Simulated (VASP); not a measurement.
# CoO (I4/mmm) in VASP: a series of runs

Runs on CoO. Level: PBE. Tasks: single point.

Everything below comes from runs of VASP 6.6.1. Logs are shortened: lines on timing, memory, paths and dates and some standing lists are left out, and cuts for length are marked.

## (1) The cell of the first run

Symmetry: I4/mmm, No. 139, tetragonal system. Conventional cell: a = 2.924 Å, b = 2.924 Å, c = 4.263 Å, α = 90.00°, β = 90.00°, γ = 90.00°. Within 2.7 Å of Co (site symmetry 4/mmm) lie 6 O at 2.07 to 2.13 Å. Within 2.7 Å of O (site symmetry 4/mmm) lie 6 Co at 2.07 to 2.13 Å.

## (2) Single point, PBE, collinear spin, ferromagnetic start

INCAR

```
SYSTEM = CoO
PREC     = Accurate       ! precision mode
ENCUT    = 520            ! plane-wave cutoff, eV
EDIFF    = 1E-6           ! SCF threshold, eV
ISMEAR   = 1              ! smearing method
SIGMA    = 0.15           ! smearing width, eV
LREAL    = .False.        ! projectors in reciprocal space
LASPH    = .True.         ! aspherical terms in the spheres
NELM     = 150            ! most SCF steps
ALGO     = Normal         ! electronic algorithm
ISIF     = 2              ! what is computed and relaxed
LWAVE    = .False.        ! write WAVECAR
LCHARG   = .True.         ! write CHGCAR
ISPIN    = 2              ! spin polarisation
MAGMOM   = 3.2 0          ! initial moments
LORBIT   = 11             ! projections on sites
LMAXMIX  = 4              ! l up to which the mixer works
GGA      = PE             ! functional
LELF     = .True.         ! ELF
LVHAR    = .True.       
NBANDS   = 18             ! bands
```

KPOINTS

```
regular mesh
0
Gamma
  14 14 14
  0 0 0
```

POSCAR

```
CoO
1.0
    0.0000000000      2.0675550000      2.1315000000
    2.0675550000      0.0000000000      2.1315000000
    2.0675550000      2.0675550000      0.0000000000
Co O
1 1
Direct
    0.0000000000      0.0000000000      0.0000000000
    0.5000000000      0.5000000000      0.5000000000
```

Potentials or basis: VASP PAW PBE potentials, release 64 (Co, O).

Launch:

```
$ cat potpaw_PBE.64/Co/POTCAR potpaw_PBE.64/O/POTCAR > POTCAR
$ mpirun -np 1 vasp_std > vasp.out
```

OUTCAR:

```text
SYSTEM = CoO
   PREC = Accurate
   ENCUT = 520
   EDIFF = 1E-6
   ISMEAR = 1
   LREAL = .False.
   LASPH = .True.
   NELM = 150
   ISIF = 2
   ISPIN = 2
   LORBIT = 11
   GGA = PE

 ion  position               nearest neighbor table
   1  0.000  0.000  0.000-   2 2.07   2 2.07   2 2.07   2 2.07   2 2.13   2 2.13
   2  0.500  0.500  0.500-   1 2.07   1 2.07   1 2.07   1 2.07   1 2.13   1 2.13

  LATTYP: Found a body centered tetragonal cell.
 ALAT       =     2.9239643220
 C/A-ratio  =     1.4579521262

  Lattice vectors:

 A1 = (  -2.0675550000,   0.0000000000,   2.1315000000)
 A2 = (   2.0675550000,   0.0000000000,   2.1315000000)
 A3 = (   0.0000000000,   2.0675550000,  -2.1315000000)

Analysis of symmetry for initial positions (statically):
=====================================================================
 Subroutine PRICEL returns:
 Original cell was already a primitive cell.

 Routine SETGRP: Setting up the symmetry group for a
 body centered tetragonal supercell.

 Subroutine GETGRP returns: Found 16 space group operations
 (whereof 16 operations were pure point group operations)
 out of a pool of 16 trial point group operations.

The static configuration has the point symmetry D_4h.

Analysis of symmetry for dynamics (positions and initial velocities):
=====================================================================
 Subroutine PRICEL returns:
 Original cell was already a primitive cell.

 Routine SETGRP: Setting up the symmetry group for a
 body centered tetragonal supercell.

 Subroutine GETGRP returns: Found 16 space group operations
 (whereof 16 operations were pure point group operations)
 out of a pool of 16 trial point group operations.

The dynamic configuration has the point symmetry D_4h.

Analysis of structural, dynamic, and magnetic symmetry:
=====================================================================
 Subroutine PRICEL returns:
 Original cell was already a primitive cell.

 Routine SETGRP: Setting up the symmetry group for a
 body centered tetragonal supercell.

 Subroutine GETGRP returns: Found 16 space group operations
 (whereof 16 operations were pure point group operations)
 out of a pool of 16 trial point group operations.

The overall configuration has the point symmetry D_4h.

 Subroutine INISYM returns: Found 16 space group operations
 (whereof 16 operations are pure point group operations),
 and found     1 'primitive' translations

----------------------------------------------------------------------------------------

                                     Primitive cell

  volume of cell :      18.2234

  direct lattice vectors                    reciprocal lattice vectors
     0.000000000  2.067555000  2.131500000    -0.241831535  0.241831535  0.234576589
     2.067555000  0.000000000  2.131500000     0.241831535 -0.241831535  0.234576589
     2.067555000  2.067555000  0.000000000     0.241831535  0.241831535 -0.234576589

  length of vectors
     2.969524529  2.969524529  2.923964322     0.414718168  0.414718168  0.414718168

  position of ions in fractional coordinates (direct lattice)
     0.000000000  0.000000000  0.000000000
     0.500000000  0.500000000  0.500000000

  ion indices of the primitive-cell ions
   primitive index   ion index
                 1           1
                 2           2

----------------------------------------------------------------------------------------

 KPOINTS: regular mesh

Automatic generation of k-mesh.
 Grid dimensions read from file:
 generate k-points for:   14   14   14

 Generating k-lattice:

  Cartesian coordinates                     Fractional coordinates (reciprocal lattice)
    -0.017273681  0.017273681  0.016755471     0.071428571 -0.000000000  0.000000000
     0.017273681 -0.017273681  0.016755471    -0.000000000  0.071428571  0.000000000
     0.017273681  0.017273681 -0.016755471     0.000000000  0.000000000  0.071428571

  Length of vectors
     0.029622726  0.029622726  0.029622726

  Shift w.r.t. Gamma in fractional coordinates (k-lattice)
     0.000000000  0.000000000  0.000000000

 Subroutine IBZKPT returns following result:
 ===========================================

 Found    244 irreducible k-points:

 Following reciprocal coordinates:
            Coordinates               Weight
  0.000000  0.000000  0.000000      1.000000
  0.071429  0.000000  0.000000      8.000000
  0.142857  0.000000  0.000000      8.000000
  0.214286  0.000000  0.000000      8.000000
  0.285714  0.000000  0.000000      8.000000
  0.357143  0.000000  0.000000      8.000000
[... 16 lines left out ...]
  0.214286  0.142857  0.000000      8.000000
  0.285714  0.142857  0.000000      8.000000
 [... further k-points ...]
   k-points           NKPTS =    244   k-points in BZ     NKDIM =    244   number of bands    NBANDS=     18
   number of dos      NEDOS =    301   number of ions     NIONS =      2
   total plane-waves  NPLWV =  13824
   dimension x,y,z NGX =    24 NGY =   24 NGZ =   24
   dimension x,y,z NGXF=    48 NGYF=   48 NGZF=   48
   ions per type =               1   1
   NGX,Y,Z   is equivalent  to a cutoff of  13.44, 13.44, 13.65 a.u.
   NGXF,Y,Z  is equivalent  to a cutoff of  26.87, 26.87, 27.29 a.u.
 SYSTEM =  CoO
   PREC   = accura    normal or accurate (medium, high low for compatibility)
   ISTART =      0    job   : 0-new  1-cont  2-samecut
   ICHARG =      2    charge: 1-file 2-atom 10-const
   ISPIN  =      2    spin polarized calculation?
   LNONCOLLINEAR =      F non collinear calculations
   LSORBIT =      F    spin-orbit coupling
   LASPH  =      T    aspherical Exc in radial PAW
   ENCUT  =  520.0 eV  38.22 Ry    6.18 a.u.   5.52  5.52  5.44*2*pi/ulx,y,z
   NELM   =    150;   NELMIN=  2; NELMDL= -5     # of ELM steps
   EDIFF  = 0.1E-05   stopping-criterion for ELM
   LREAL  =      F    real-space projection
   EDIFFG = 0.1E-04   stopping-criterion for IOM
   NSW    =      0    number of steps for IOM
   IBRION =     -1    ionic relax: 0-MD 1-quasi-New 2-CG
   NFREE  =      0    steps in history (QN), initial steepest desc. (CG)
   ISIF   =      2    stress and relaxation
   ISYM   =      2    0-nonsym 1-usesym 2-fastsym
   POTIM  = 0.5000    time-step for ionic-motion
   TEBEG  =    0.0;   TEEND  =   0.0 temperature during run
   PSTRESS=    0.0 pullay stress
   NELECT =      15.0000    total number of electrons
   NUPDOWN=      -1.0000    fix difference up-down
   EMIN   =  10.00;   EMAX   =-10.00  energy-range for DOS
   EFERMI =   0.00;   METHOD = LEGACY
   ISMEAR =     1;   SIGMA  =   0.15  broadening in eV -4-tet -1-fermi 0-gaus
   EFERMI_NEDOS =   21; number of points for ismear=-14 and -15
   IALGO  =     38    algorithm
   IMIX   =      4    mixing-type and parameters
     AMIX     =   0.40;   BMIX     =  1.00
     AMIX_MAG =   1.60;   BMIX_MAG =  1.00
  volume/ion in A,a.u.               =       9.11        61.49
  Fermi-wavevector in a.u.,A,eV,Ry     =   1.534248  2.899307 32.026963  2.353915
  Thomas-Fermi vector in A             =   2.641202
   LORBIT       =     11    0 simple, 1 ext, 2 COOP (PROOUT), +10 PAW based schemes
   GGA     = PE    functional components
   LHFCALC =     F    Hartree Fock is set to
   AEXX    =    0.0000 exact exchange contribution
   IVDW    =     0    specifies the selected vdW correction
   LEPSILON=     F    determine dielectric tensor
   LRPA    =     F    only Hartree local field effects (RPA)
 spin polarized calculation
 Methfessel and Paxton  Order N= 1 SIGMA  =   0.15
  energy-cutoff  :      520.00
  volume of cell :       18.22
 maximum number of plane-waves:       531
 NGX is ok and might be reduce to    24
   NGX = 11   NGY = 11   NGZ = 11

 number of electron      14.9999998 magnetization       2.6869963

 Free energy of the ion-electron system (eV)
  ---------------------------------------------------
  ext. energy  EPLUGINS =         0.00000000
  ---------------------------------------------------
  free energy    TOTEN  =       -13.02259202 eV

  energy without entropy =      -13.01876910  energy(sigma->0) =      -13.02131772

 E-fermi :   8.7620     XC(G=0): -12.7476

 val. band max:        8.7619340213   @ k =  -0.3571   0.0714   0.0000
 cond. band min:       8.7645216599   @ k =   0.1429   0.1429   0.0000
 fundamental gap:      0.0025876385
 Fermi energy:         8.7619530788

 spin component 1

 k-point     1 :       0.0000    0.0000    0.0000
  band No.  band energies     occupation
      1     -12.0139      1.00000
      2       5.3248      1.00000
      3       5.3248      1.00000
      4       5.4103      1.00000
      5       5.5111      1.00000
      6       5.5468      1.00000
[... 10 lines left out ...]
     17      31.7098      0.00000
     18      33.8240      0.00000
[... 463 lines left out ...]
 k-point    24 :       0.2857    0.1429    0.0000
  band No.  band energies     occupation
      1     -11.3299      1.00000
      2       1.9770      1.00000
      3       3.4849      1.00000
      4       3.7220      1.00000
      5       5.5877      1.00000
      6       6.1839      1.00000
[... 10 lines left out ...]
     17      37.6168      0.00000
     18      38.8847      0.00000

 [... further k-points ...]

 spin component 2

 k-point     1 :       0.0000    0.0000    0.0000
  band No.  band energies     occupation
      1     -11.5889      1.00000
      2       5.7814      1.00000
      3       5.7814      1.00000
      4       5.9243      1.00000
      5       7.4320      1.00000
      6       7.5641      1.00000
[... 10 lines left out ...]
     17      32.6311      0.00000
     18      34.6652      0.00000
[... 463 lines left out ...]
 k-point    24 :       0.2857    0.1429    0.0000
  band No.  band energies     occupation
      1     -10.8869      1.00000
      2       2.7093      1.00000
      3       4.4159      1.00000
      4       4.6642      1.00000
      5       7.4242      1.00000
      6       8.3977      1.00159
[... 10 lines left out ...]
     17      38.1414      0.00000
     18      39.5923      0.00000

 [... further k-points ...]

------------------------ aborting loop because EDIFF is reached ----------------------------------------

  FORCE on cell =-STRESS in cart. coord.  units (eV):
  Direction    XX          YY          ZZ          XY          YZ          ZX
  --------------------------------------------------------------------------------------
  -------------------------------------------------------------------------------------
  Total        0.9754389      0.9754389      0.8081468      0.0000000      0.0000000     -0.0000000
  in kB       85.7592881     85.7592881     71.0511939      0.0000000      0.0000000     -0.0000000
  external PRESSURE =      80.8565901 kB  Pullay stress =       0.0000000 kB

 VOLUME and BASIS-vectors are now :
 -----------------------------------------------------------------------------
  energy-cutoff  :      520.00
  volume of cell :       18.22
      direct lattice vectors                 reciprocal lattice vectors
     0.000000000  2.067555000  2.131500000    -0.241831535  0.241831535  0.234576589
     2.067555000  0.000000000  2.131500000     0.241831535 -0.241831535  0.234576589
     2.067555000  2.067555000  0.000000000     0.241831535  0.241831535 -0.234576589

 POSITION                                       TOTAL-FORCE (eV/Angst)
 -----------------------------------------------------------------------------------
      0.00000      0.00000      0.00000        -0.000000      0.000000      0.000000
      2.06756      2.06756      2.13150         0.000000     -0.000000     -0.000000
 -----------------------------------------------------------------------------------
    total drift:                                0.000000     -0.000000     -0.000000

  FREE ENERGIE OF THE ION-ELECTRON SYSTEM (eV)
  ---------------------------------------------------
  free  energy   TOTEN  =       -13.0225920243 eV

  energy  without entropy=      -13.0187691019  energy(sigma->0) =      -13.02131772

 total charge

# of ion       s       p       d       tot
------------------------------------------
    1        0.310   0.396   7.205   7.911
    2        1.558   3.446   0.000   5.004
--------------------------------------------------
tot          1.868   3.842   7.205  12.915

 magnetization (x)

# of ion       s       p       d       tot
------------------------------------------
    1        0.022   0.019   2.355   2.396
    2        0.030   0.218   0.000   0.247
--------------------------------------------------
tot          0.051   0.237   2.355   2.643
```

Run time: 5.8 min. Hardware: 1 thread of AMD EPYC 7R13, shared host; peak memory 0.22 GiB.

What came out:

| Property | Result |
| --- | --- |
| Free energy | -13.0226 eV |
| Pressure | 8.1 GPa |
| Net moment | 2.69 μB per cell |
| Site moments | Co +2.40; O +0.25 μB |
| Valence electrons inside the program's atomic spheres | Co 7.91; O 5.00 |

Stress tensor (GPa, compression positive):
```
8.58 0.00 0.00
0.00 8.58 0.00
0.00 0.00 7.11
```

Caveat: the cell stands under pressure; a cell with one magnetic atom can't hold antiferromagnetic order, which such compounds often take; semilocal functionals often make such compounds metallic where correlation or magnetic order opens a gap, which also shifts bond lengths. With open d or f shells a metallic result of PBE can be an artefact of self-interaction; +U or a hybrid may open a gap.

## (3) Single point, PBE, collinear spin, ferromagnetic start

This run uses another cell than the first one, of 9.30 Å³/atom.

INCAR

```
SYSTEM = CoO
PREC = Accurate ; ENCUT = 520
EDIFF = 1E-6 ; ISMEAR = 1
SIGMA = 0.15 ; LREAL = .False.
LASPH = .True. ; NELM = 150
ALGO = Normal ; ISIF = 2
LWAVE = .False. ; LCHARG = .False.
ISPIN = 2 ; MAGMOM = 3.2 0
LORBIT = 11 ; LMAXMIX = 4
GGA = PE ; NBANDS = 18
```

KPOINTS is that of step 2.

POSCAR

```
CoO
1.0
    0.0000000000      2.0888700000      2.1315000000
    2.0888700000      0.0000000000      2.1315000000
    2.0888700000      2.0888700000      0.0000000000
Co O
1 1
Direct
    0.0000000000      0.0000000000      0.0000000000
    0.5000000000      0.5000000000      0.5000000000
```

Potentials or basis: VASP PAW PBE potentials, release 64 (Co, O).

Launch:

```
$ cat potpaw_PBE.64/Co/POTCAR potpaw_PBE.64/O/POTCAR > POTCAR
$ mpirun -np 1 vasp_std > vasp.out
```

OUTCAR:

```text
SYSTEM = CoO
   PREC = Accurate
   ENCUT = 520
   EDIFF = 1E-6
   ISMEAR = 1
   LREAL = .False.
   LASPH = .True.
   NELM = 150
   ISIF = 2
   ISPIN = 2
   LORBIT = 11
   GGA = PE

 ion  position               nearest neighbor table
   1  0.000  0.000  0.000-   2 2.09   2 2.09   2 2.09   2 2.09   2 2.13   2 2.13
   2  0.500  0.500  0.500-   1 2.09   1 2.09   1 2.09   1 2.09   1 2.13   1 2.13

  LATTYP: Found a body centered tetragonal cell.
 ALAT       =     2.9541082840
 C/A-ratio  =     1.4430750636

  Lattice vectors:

 A1 = (  -2.0888700000,   0.0000000000,   2.1315000000)
 A2 = (   2.0888700000,   0.0000000000,   2.1315000000)
[... 1224 lines left out ...]
 VOLUME and BASIS-vectors are now :
 -----------------------------------------------------------------------------
  energy-cutoff  :      520.00
  volume of cell :       18.60
      direct lattice vectors                 reciprocal lattice vectors
     0.000000000  2.088870000  2.131500000    -0.239363867  0.239363867  0.234576589
     2.088870000  0.000000000  2.131500000     0.239363867 -0.239363867  0.234576589
     2.088870000  2.088870000  0.000000000     0.239363867  0.239363867 -0.234576589

 POSITION                                       TOTAL-FORCE (eV/Angst)
 -----------------------------------------------------------------------------------
      0.00000      0.00000      0.00000         0.000000     -0.000000      0.000000
      2.08887      2.08887      2.13150        -0.000000      0.000000      0.000000
 -----------------------------------------------------------------------------------
    total drift:                                0.000000     -0.000000     -0.000000

  FREE ENERGIE OF THE ION-ELECTRON SYSTEM (eV)
  ---------------------------------------------------
  free  energy   TOTEN  =       -13.0381667404 eV

  energy  without entropy=      -13.0344234230  energy(sigma->0) =      -13.03691897

 total charge

# of ion       s       p       d       tot
------------------------------------------
    1        0.304   0.382   7.180   7.866
    2        1.557   3.439   0.000   4.995
--------------------------------------------------
tot          1.861   3.820   7.180  12.862

 magnetization (x)

# of ion       s       p       d       tot
------------------------------------------
    1        0.021   0.019   2.427   2.467
    2        0.029   0.239   0.000   0.268
--------------------------------------------------
tot          0.051   0.258   2.427   2.735
```

Run time: 5.8 min. Hardware: 1 thread of AMD EPYC 7R13, shared host; peak memory 0.22 GiB.

Results:

| Quantity | Value |
| --- | --- |
| Free energy | -13.0382 eV |
| Pressure | 4.4 GPa |
| Net moment | 2.78 μB per cell |
| Site moments | Co +2.47; O +0.27 μB |
| Valence electrons inside the program's atomic spheres | Co 7.87; O 5.00 |

Stress tensor (GPa, compression positive):
```
4.48 0.00 0.00
0.00 4.48 0.00
0.00 0.00 4.18
```

Caveat: the cell stands under pressure; a cell with one magnetic atom can't hold antiferromagnetic order, which such compounds often take; semilocal functionals often make such compounds metallic where correlation or magnetic order opens a gap, which also shifts bond lengths. With open d or f shells a metallic result of PBE can be an artefact of self-interaction; +U or a hybrid may open a gap.
